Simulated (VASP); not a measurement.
# Sn (Immm) in VASP: further runs

Runs on Sn. Level: r2SCAN. Tasks: single point.

Everything below comes from runs of VASP 6.6.1. Logs are shortened: lines on timing, memory, paths and dates and some standing lists are left out, and cuts for length are marked.

## 1. The cell of the first run

The structure is orthorhombic, space group Immm (No. 71). The conventional cell has a = 3.626 Å, b = 3.729 Å, c = 4.677 Å, α = 90.00°, β = 90.00°, γ = 90.00°. Sn (site symmetry mmm) has 14 Sn at 3.50 to 4.68 Å within 4.7 Å.

## 2. Single point, r2SCAN (strain +0.0500 x Voigt [1, 1, 0, 0, 0, 0])

File POSCAR:

```
Sn
1.0
   -1.8128659500      1.8643243500      2.3383420000
    1.8128659500     -1.8643243500      2.3383420000
    1.8128659500      1.8643243500     -2.3383420000
Sn
1
Direct
    0.0000000000      0.0000000000      0.0000000000
```

File INCAR.step1:

```
  PREC = Accurate
  ENCUT = 520
  ISMEAR = 0
  SIGMA = 0.15
  LREAL = False
  LASPH = True
  NELM = 80
  NBANDS = 13
  GGA = PE
  ALGO = Normal
  EDIFF = 1E-4
  LWAVE = True
  LCHARG = False
```

File INCAR.step2:

```
  PREC = Accurate
  ENCUT = 520
  EDIFF = 1E-7
  ISMEAR = 0
  SIGMA = 0.15
  LREAL = False
  LASPH = True
  NELM = 80
  ALGO = Normal
  ISIF = 2
  LWAVE = False
  LCHARG = False
  METAGGA = R2SCAN
  LMIXTAU = True
  NBANDS = 13
  ISTART = 1
```

File KPOINTS:

```
Automatic mesh
0
Gamma
  20 20 20
```

Potentials or basis: VASP PAW PBE potentials, release 64 (Sn_d).

The run is started by

```console
$ cat potpaw_PBE.64/Sn_d/POTCAR > POTCAR
$ cp INCAR.step1 INCAR
$ mpirun -np 1 vasp_std > vasp.out
$ cp INCAR.step2 INCAR
$ mpirun -np 1 vasp_std > vasp.out
```

OUTCAR:

```text
PREC = Accurate
   ENCUT = 520
   EDIFF = 1E-7
   ISMEAR = 0
   LREAL = False
   LASPH = True
   NELM = 80
   ISIF = 2
   METAGGA = R2SCAN
   ISTART = 1

 ion  position               nearest neighbor table
   1  0.000  0.000  0.000-

  LATTYP: Found a body centered orthorhombic cell.
 ALAT       =     3.6257319000
 B/A-ratio  =     1.0283851103
 C/A-ratio  =     1.2898592971

  Lattice vectors:

 A1 = (  -1.8128659500,   1.8643243500,   2.3383420000)
 A2 = (   1.8128659500,  -1.8643243500,   2.3383420000)
 A3 = (   1.8128659500,   1.8643243500,  -2.3383420000)

Analysis of symmetry for initial positions (statically):
=====================================================================
 Subroutine PRICEL returns:
 Original cell was already a primitive cell.

 Routine SETGRP: Setting up the symmetry group for a
 body centered orthorhombic supercell.

 Subroutine GETGRP returns: Found  8 space group operations
 (whereof  8 operations were pure point group operations)
 out of a pool of  8 trial point group operations.

The static configuration has the point symmetry D_2h.

Analysis of symmetry for dynamics (positions and initial velocities):
=====================================================================
 Subroutine PRICEL returns:
 Original cell was already a primitive cell.

 Routine SETGRP: Setting up the symmetry group for a
 body centered orthorhombic supercell.

 Subroutine GETGRP returns: Found  8 space group operations
 (whereof  8 operations were pure point group operations)
 out of a pool of  8 trial point group operations.

The dynamic configuration has the point symmetry D_2h.

 Subroutine INISYM returns: Found  8 space group operations
 (whereof  8 operations are pure point group operations),
 and found     1 'primitive' translations

----------------------------------------------------------------------------------------

                                     Primitive cell

  volume of cell :      31.6122

  direct lattice vectors                    reciprocal lattice vectors
    -1.812865950  1.864324350  2.338342000     0.000000000  0.268193676  0.213826720
     1.812865950 -1.864324350  2.338342000     0.275806383  0.000000000  0.213826720
     1.812865950  1.864324350 -2.338342000     0.275806383  0.268193676  0.000000000

  length of vectors
     3.497146200  3.497146200  3.497146200     0.343001041  0.348985712  0.384703793

  position of ions in fractional coordinates (direct lattice)
     0.000000000  0.000000000  0.000000000

  ion indices of the primitive-cell ions
   primitive index   ion index
                 1           1

----------------------------------------------------------------------------------------

 KPOINTS: Automatic mesh

Automatic generation of k-mesh.
 Grid dimensions read from file:
 generate k-points for:   20   20   20

 Generating k-lattice:

  Cartesian coordinates                     Fractional coordinates (reciprocal lattice)
     0.000000000  0.013409684  0.010691336     0.050000000  0.000000000 -0.000000000
     0.013790319  0.000000000  0.010691336     0.000000000  0.050000000 -0.000000000
     0.013790319  0.013409684  0.000000000     0.000000000 -0.000000000  0.050000000

  Length of vectors
     0.017150052  0.017449286  0.019235190

  Shift w.r.t. Gamma in fractional coordinates (k-lattice)
     0.000000000  0.000000000  0.000000000

 Subroutine IBZKPT returns following result:
 ===========================================

 Found   1166 irreducible k-points:

 Following reciprocal coordinates:
            Coordinates               Weight
  0.000000  0.000000  0.000000      1.000000
  0.050000  0.000000 -0.000000      4.000000
  0.100000 -0.000000  0.000000      4.000000
  0.150000 -0.000000  0.000000      4.000000
  0.200000 -0.000000  0.000000      4.000000
  0.250000  0.000000 -0.000000      4.000000
[... 16 lines left out ...]
 -0.450000  0.050000 -0.000000      8.000000
 -0.400000  0.050000  0.000000      8.000000
 [... further k-points ...]
   k-points           NKPTS =   1166   k-points in BZ     NKDIM =   1166   number of bands    NBANDS=     13
   number of dos      NEDOS =    301   number of ions     NIONS =      1
   total plane-waves  NPLWV =  21952
   dimension x,y,z NGX =    28 NGY =   28 NGZ =   28
   dimension x,y,z NGXF=    56 NGYF=   56 NGZF=   56
   ions per type =               1
   NGX,Y,Z   is equivalent  to a cutoff of  13.31, 13.31, 13.31 a.u.
   NGXF,Y,Z  is equivalent  to a cutoff of  26.62, 26.62, 26.62 a.u.
 SYSTEM =  unknown system
   PREC   = accura    normal or accurate (medium, high low for compatibility)
   ISTART =      1    job   : 0-new  1-cont  2-samecut
   ICHARG =      0    charge: 1-file 2-atom 10-const
   ISPIN  =      1    spin polarized calculation?
   LNONCOLLINEAR =      F non collinear calculations
   LSORBIT =      F    spin-orbit coupling
   LASPH  =      T    aspherical Exc in radial PAW
   ENCUT  =  520.0 eV  38.22 Ry    6.18 a.u.   6.50  6.50  6.50*2*pi/ulx,y,z
   NELM   =     80;   NELMIN=  2; NELMDL=  0     # of ELM steps
   EDIFF  = 0.1E-06   stopping-criterion for ELM
   LREAL  =      F    real-space projection
   EDIFFG = 0.1E-05   stopping-criterion for IOM
   NSW    =      0    number of steps for IOM
   IBRION =     -1    ionic relax: 0-MD 1-quasi-New 2-CG
   NFREE  =      0    steps in history (QN), initial steepest desc. (CG)
   ISIF   =      2    stress and relaxation
   ISYM   =      2    0-nonsym 1-usesym 2-fastsym
   POTIM  = 0.5000    time-step for ionic-motion
   TEBEG  =    0.0;   TEEND  =   0.0 temperature during run
   PSTRESS=    0.0 pullay stress
   NELECT =      14.0000    total number of electrons
   NUPDOWN=      -1.0000    fix difference up-down
   EMIN   =  10.00;   EMAX   =-10.00  energy-range for DOS
   EFERMI =   0.00;   METHOD = LEGACY
   ISMEAR =     0;   SIGMA  =   0.15  broadening in eV -4-tet -1-fermi 0-gaus
   EFERMI_NEDOS =   21; number of points for ismear=-14 and -15
   IALGO  =     38    algorithm
   IMIX   =      4    mixing-type and parameters
     AMIX     =   0.40;   BMIX     =  1.00
     AMIX_MAG =   1.60;   BMIX_MAG =  1.00
  volume/ion in A,a.u.               =      31.61       213.33
  Fermi-wavevector in a.u.,A,eV,Ry     =   1.247860  2.358113 21.186366  1.557154
  Thomas-Fermi vector in A             =   2.381973
   LORBIT       =      0    0 simple, 1 ext, 2 COOP (PROOUT), +10 PAW based schemes
   METAGGA = R2SCAN    functional components
   LHFCALC =     F    Hartree Fock is set to
   AEXX    =    0.0000 exact exchange contribution
   IVDW    =     0    specifies the selected vdW correction
   LEPSILON=     F    determine dielectric tensor
   LRPA    =     F    only Hartree local field effects (RPA)
 non-spin polarized calculation
 Gauss-broadening in eV      SIGMA  =   0.15
  energy-cutoff  :      520.00
  volume of cell :       31.61
 maximum number of plane-waves:       870
 NGX is ok and might be reduce to    28
   NGX = 13   NGY = 13   NGZ = 13

 number of electron      14.0000002 magnetization

 Free energy of the ion-electron system (eV)
  ---------------------------------------------------
  ext. energy  EPLUGINS =         0.00000000
  ---------------------------------------------------
  free energy    TOTEN  =       -24.42589896 eV

  energy without entropy =      -24.42003096  energy(sigma->0) =      -24.42296496

 E-fermi :   6.3873     XC(G=0): -10.4817

 val. band max:        6.3819761011   @ k =   0.3500  -0.3000   0.2500
 cond. band min:       6.3956480220   @ k =   0.2500   0.2500   0.0000
 fundamental gap:      0.0136719209
 Fermi energy:         6.3873307272

 k-point     1 :       0.0000    0.0000    0.0000
  band No.  band energies     occupation
      1     -15.8708      2.00000
      2     -15.8588      2.00000
      3     -15.8315      2.00000
      4     -15.8280      2.00000
      5     -15.7773      2.00000
      6      -4.2823      2.00000
      7      13.1162      0.00000
      8      13.1588      0.00000
      9      13.5790      0.00000
     10      17.4342      0.00000
     11      17.6278      0.00000
     12      18.0735      0.00000
     13      18.3221      0.00000

 k-point     2 :       0.0500    0.0000   -0.0000
  band No.  band energies     occupation
      1     -15.8696      2.00000
      2     -15.8573      2.00000
      3     -15.8309      2.00000
      4     -15.8279      2.00000
      5     -15.7777      2.00000
      6      -4.2351      2.00000
      7      12.6085      0.00000
      8      13.1133      0.00000
      9      13.4687      0.00000
     10      16.9923      0.00000
     11      17.9368      0.00000
     12      18.1990      0.00000
     13      18.9727      0.00000

 k-point     3 :       0.1000   -0.0000    0.0000
  band No.  band energies     occupation
      1     -15.8664      2.00000
      2     -15.8540      2.00000
      3     -15.8280      2.00000
      4     -15.8277      2.00000
      5     -15.7789      2.00000
      6      -4.0939      2.00000
      7      11.4118      0.00000
      8      13.0340      0.00000
      9      13.1813      0.00000
     10      16.6301      0.00000
     11      18.2154      0.00000
     12      18.4339      0.00000
     13      19.6496      0.00000
[... 305 lines left out ...]
 k-point    23 :      -0.4500    0.0500   -0.0000
  band No.  band energies     occupation
      1     -15.8640      2.00000
      2     -15.8491      2.00000
      3     -15.8270      2.00000
      4     -15.7672      2.00000
      5     -15.7446      2.00000
      6      -1.0155      2.00000
      7       2.9340      2.00000
      8      10.8212      0.00000
      9      12.0319      0.00000
     10      15.9365      0.00000
     11      16.1319      0.00000
     12      17.4212      0.00000
     13      19.4079      0.00000

 k-point    24 :      -0.4000    0.0500    0.0000
  band No.  band energies     occupation
      1     -15.8623      2.00000
      2     -15.8488      2.00000
      3     -15.8265      2.00000
      4     -15.7708      2.00000
      5     -15.7538      2.00000
      6      -1.6187      2.00000
      7       3.8978      2.00000
      8      11.0217      0.00000
      9      12.0533      0.00000
     10      15.9361      0.00000
     11      16.2261      0.00000
     12      17.4889      0.00000
     13      19.9288      0.00000

 [... further k-points ...]

------------------------ aborting loop because EDIFF is reached ----------------------------------------

  FORCE on cell =-STRESS in cart. coord.  units (eV):
  Direction    XX          YY          ZZ          XY          YZ          ZX
  --------------------------------------------------------------------------------------
  -------------------------------------------------------------------------------------
  Total       -1.0655749     -1.1101676     -1.0495240     -0.0000000      0.0000000      0.0000000
  in kB      -54.0056748    -56.2657266    -53.1921763     -0.0000000      0.0000000      0.0000000
  external PRESSURE =     -54.4878592 kB  Pullay stress =       0.0000000 kB

 VOLUME and BASIS-vectors are now :
 -----------------------------------------------------------------------------
  energy-cutoff  :      520.00
  volume of cell :       31.61
      direct lattice vectors                 reciprocal lattice vectors
    -1.812865950  1.864324350  2.338342000     0.000000000  0.268193676  0.213826720
     1.812865950 -1.864324350  2.338342000     0.275806383  0.000000000  0.213826720
     1.812865950  1.864324350 -2.338342000     0.275806383  0.268193676  0.000000000

 POSITION                                       TOTAL-FORCE (eV/Angst)
 -----------------------------------------------------------------------------------
      0.00000      0.00000      0.00000        -0.000000      0.000000      0.000000
 -----------------------------------------------------------------------------------
    total drift:                                0.000000     -0.000000     -0.000000

  FREE ENERGIE OF THE ION-ELECTRON SYSTEM (eV)
  ---------------------------------------------------
  free  energy   TOTEN  =       -24.4258989561 eV

  energy  without entropy=      -24.4200309561  energy(sigma->0) =      -24.42296496
```

Run time: 28 min. Hardware: 1 thread of Intel Xeon 8259CL, shared host; peak memory 0.54 GiB.

Results:

- Free energy: -24.4259 eV
- Pressure: -5.4 GPa
- Band gap on the k mesh: zero (bands 7 and 8 overlap by 8.59 eV)

Caveat: the cell differs from its parent crystal (strain +0.0500 x Voigt [1, 1, 0, 0, 0, 0]); the cell stands under tension; the PAW data sets were made with another functional, which shifts forces and pressure a little; spin-orbit coupling is left out, which moves the levels of the heavy elements.

## 3. Single point, r2SCAN (strain +0.0750 x Voigt [1, 1, 0, 0, 0, 0])

File POSCAR:

```
Sn
1.0
   -1.8560294250      1.9087130250      2.3383420000
    1.8560294250     -1.9087130250      2.3383420000
    1.8560294250      1.9087130250     -2.3383420000
Sn
1
Direct
    0.0000000000      0.0000000000      0.0000000000
```

File INCAR.step1:

```
ALGO = Normal
EDIFF = 1E-4
ENCUT = 520
GGA = PE
ISMEAR = 0
LASPH = T
LCHARG = F
LREAL = F
LWAVE = T
NBANDS = 13
NELM = 100
PREC = Accurate
SIGMA = 0.15
```

File INCAR.step2:

```
ALGO = Normal
EDIFF = 1E-6
ENCUT = 520
ISIF = 2
ISMEAR = 0
ISTART = 1
LASPH = T
LCHARG = F
LMIXTAU = T
LREAL = F
LWAVE = F
METAGGA = R2SCAN
NBANDS = 13
NELM = 100
PREC = Accurate
SIGMA = 0.15
```

File KPOINTS:

```
k-points
0
Gamma
  20 20 20
```

Potentials or basis: VASP PAW PBE potentials, release 64 (Sn_d).

The run is started by

```console
$ cat potpaw_PBE.64/Sn_d/POTCAR > POTCAR
$ cp INCAR.step1 INCAR
$ mpirun -np 1 vasp_std > vasp.out
$ cp INCAR.step2 INCAR
$ mpirun -np 1 vasp_std > vasp.out
```

Run time: 14 min. Hardware: 1 thread of Intel Xeon 6975P-C (Granite Rapids), shared host; peak memory 0.54 GiB.

The run converged. Its results:

```
Free energy            : -24.3689 eV
Pressure               : -6.4 GPa
Band gap on the k mesh : zero (bands 7 and 8 overlap by 8.15 eV)
```

Stress tensor (GPa, compression positive):
```
-6.56  0.00  0.00
 0.00 -6.60  0.00
 0.00  0.00 -6.18
```

Levels at points of the mesh, in eV from the Fermi level:
```csv
k point,band 5,band 6,band 7,band 8,band 9,band 10
"(0.00, 0.00, 0.00)",-22.15,-10.35,6.41,6.42,6.81,10.83
"(0.50, 0.00, 0.00)",-22.12,-6.88,-3.90,4.26,5.73,8.77
"(0.00, 0.50, 0.00)",-22.12,-6.67,-3.85,3.89,5.37,8.37
"(0.50, 0.50, 0.00)",-22.10,-5.76,-3.39,2.05,2.97,6.07
"(0.50, 0.50, 0.50)",-22.11,-4.30,-2.37,0.66,1.22,4.49
```

Caveat: the cell differs from its parent crystal (strain +0.0750 x Voigt [1, 1, 0, 0, 0, 0]); the cell stands under tension; the PAW data sets were made with another functional, which shifts forces and pressure a little; spin-orbit coupling is left out, which moves the levels of the heavy elements.
